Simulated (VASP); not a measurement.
Here is a VASP 6.6.1 calculation.

POSCAR

```
HgTe
1.0
    0.0000000000      3.0473239400      3.0473239400
    3.0473239400      0.0000000000      3.0473239400
    3.0473239400      3.0473239400      0.0000000000
Hg Te
1 1
Direct
    0.0000000000      0.0000000000      0.0000000000
    0.5000000000      0.5000000000      0.5000000000
```

The input INCAR.step1:

```
SYSTEM = HgTe
  PREC = Accurate
  ENCUT = 520
  ISMEAR = -1
  SIGMA = 0.1
  LREAL = .False.
  LASPH = .True.
  NELM = 100
  GGA = PE
  ALGO = Normal
  EDIFF = 1E-4
  LWAVE = .True.
  LCHARG = .False.
```

Contents of INCAR.step2:

```
SYSTEM = HgTe
  PREC = Accurate
  ENCUT = 520
  EDIFF = 1E-6
  ISMEAR = -1
  SIGMA = 0.1
  LREAL = .False.
  LASPH = .True.
  NELM = 100
  ALGO = Normal
  ISIF = 2
  LWAVE = .False.
  LCHARG = .False.
  METAGGA = R2SCAN
  LMIXTAU = .True.
  IBRION = 2
  NSW = 50
  EDIFFG = -0.01
  ISTART = 1
```

The input KPOINTS:

```
regular mesh
0
Gamma
  10 10 10
  0 0 0
```

Potentials or basis: VASP PAW PBE potentials, release 64 (Hg, Te).

The run is started by

```sh
$ cat potpaw_PBE.64/Hg/POTCAR potpaw_PBE.64/Te/POTCAR > POTCAR
$ cp INCAR.step1 INCAR
$ mpirun -np 1 vasp_std > vasp.out
$ cp INCAR.step2 INCAR
$ mpirun -np 1 vasp_std > vasp.out
```

(1) What does it give for the band gap on the k mesh?

Answers

(1) zero (bands 9 and 10 overlap by 2.63 eV).

Caveat: the relaxation stopped at its first step, so nothing moved; spin-orbit coupling is left out, which moves the levels of the heavy elements.
